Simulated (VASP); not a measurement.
## Ta: single point with LDA

Ta:

```
Ta
1.0
     2.83852    0.00000    0.00000
    -1.41926    2.45823    0.00000
     0.00000    0.00000    5.06588
Ta
2
Direct
  0.53974 0.25359 0.75105
  0.46026 0.74641 0.24895
```

This cell differs from its parent crystal: atoms moved at random.

```json
{
 "Program": "VASP 6.6.1",
 "Task": "single point",
 "Functional": "LDA",
 "Potentials or basis": "VASP PAW LDA potentials, release 64 (Ta_pv)",
 "Cutoff": "520 eV",
 "k mesh": "12 × 12 × 8",
 "Occupations": "gaussian, width 0.15 eV",
 "Spin": "no spin polarisation",
 "Dipole correction": "no",
 "Further INCAR settings": "ALGO = Fast; EDIFF = 1e-06; NBANDS = 18"
}
```

The pressure is 0.0 GPa, the largest force is 0.549 eV/Å and the band gap on the k mesh is zero (band 11 reaches 8.19 eV, above the bottom of band 12 at 4.56 eV).

Forces in eV/Å, atoms in the order of the input:
```
Ta  -0.518  0.146 -0.106
Ta   0.518 -0.146  0.106
```

Stress tensor (GPa, compression positive):
```
-0.84 -7.83  0.13
-7.83  9.37  0.02
 0.13  0.02 -8.47
```

Levels at points of the mesh, in eV from the Fermi level:
```tsv
k point	band 8	band 9	band 10	band 11	band 12	band 13	band 14	band 15
(0.00, 0.00, 0.00)	-4.95	-1.25	0.33	0.40	1.11	1.19	1.62	2.22
(0.50, 0.00, 0.00)	-4.44	-4.03	0.65	0.67	0.82	2.63	6.16	6.88
(0.00, 0.50, 0.00)	-3.63	-2.29	-2.03	-0.57	0.03	1.93	3.96	6.98
(0.50, 0.50, 0.00)	-3.72	-2.81	-1.43	-0.25	-0.24	2.27	3.48	6.99
(0.00, 0.00, 0.50)	-6.29	-1.21	-1.13	0.84	0.84	0.93	0.95	4.15
(0.50, 0.00, 0.50)	-3.80	-2.69	-2.64	0.93	0.95	2.75	2.83	5.94
(0.00, 0.50, 0.50)	-4.69	-2.67	-2.66	2.31	2.31	3.13	3.16	6.68
(0.50, 0.50, 0.50)	-4.66	-2.70	-2.68	2.19	2.19	3.26	3.27	6.69
```

Wall time 7.6 min on 1 thread of Intel Xeon 6975P-C (shared host), peak memory 0.39 GiB.

Caveat: the cell differs from its parent crystal (atoms moved at random); spin-orbit coupling is left out, which moves the levels of the heavy elements.
